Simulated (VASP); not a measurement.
Wanted: the native input for a VASP 6.6.1 run.

```yaml
Task: single point
Functional: PBE
Potentials_or_basis: VASP PAW PBE potentials, release 64 (Mn_pv, W_sv, Cs_sv, F)
Cutoff: 520 eV
k_mesh: 7 × 7 × 7
Occupations: methfessel-paxton, width 0.0868 eV
Spin: no spin polarisation
Dipole_correction: no
Further_INCAR_settings: ALGO = Normal; EDIFF = 1e-06; NBANDS = 54
```

The structure of Cs2MnWF6 lies in POSCAR:

```
Cs2MnWF6
1.0
    0.0000000000      4.4386950000      4.4386950000
    4.4386950000      0.0000000000      4.4386950000
    4.4386950000      4.4386950000      0.0000000000
Mn W Cs F
1 1 2 6
Direct
    0.0000000000      0.0000000000      0.0000000000
    0.5000000000      0.5000000000      0.5000000000
    0.2500000000      0.2500000000      0.2500000000
    0.7500000000      0.7500000000      0.7500000000
    0.2130000000      0.2130000000      0.7870000000
    0.7870000000      0.7870000000      0.2130000000
    0.7870000000      0.2130000000      0.2130000000
    0.2130000000      0.7870000000      0.7870000000
    0.2130000000      0.7870000000      0.2130000000
    0.7870000000      0.2130000000      0.7870000000
```

The input as run:

INCAR

```
SYSTEM = Cs2MnWF6
ALGO = Normal ; EDIFF = 1E-6
ENCUT = 520 ; GGA = PE
ISIF = 2 ; ISMEAR = 1
LASPH = .True. ; LCHARG = .True.
LELF = .True. ; LREAL = .False.
LVHAR = .True. ; LWAVE = .False.
NBANDS = 54 ; NELM = 80
PREC = Accurate ; SIGMA = 0.0868
```

KPOINTS

```
k-points
0
Gamma
  7 7 7
  0 0 0
```

Potentials or basis: VASP PAW PBE potentials, release 64 (Mn_pv, W_sv, Cs_sv, F).

Launch:

```bash
$ cat potpaw_PBE.64/Mn_pv/POTCAR potpaw_PBE.64/W_sv/POTCAR potpaw_PBE.64/Cs_sv/POTCAR potpaw_PBE.64/F/POTCAR > POTCAR
$ mpirun -np 1 vasp_std > vasp.out
```

It gave:

| Property | Result |
| --- | --- |
| Pressure | -1.3 GPa |
| Largest force | 2.051 eV/Å |
| Band gap on the k mesh | zero (an odd number of electrons rules out a gap without spin polarisation) |

Caveat: spin-orbit coupling is left out, which moves the levels of the heavy elements; an odd number of electrons without spin polarisation forces a metal; a magnetic or distorted state may lie lower; the run has no spin polarisation, though such a crystal can be magnetic; semilocal functionals often make such compounds metallic where correlation or magnetic order opens a gap, which also shifts bond lengths.

It took 4.2 min on 1 thread of Intel(R) Xeon(R) Platinum 8375C CPU @ 2.90GHz (Ice Lake) (shared host), peak memory 0.41 GiB.
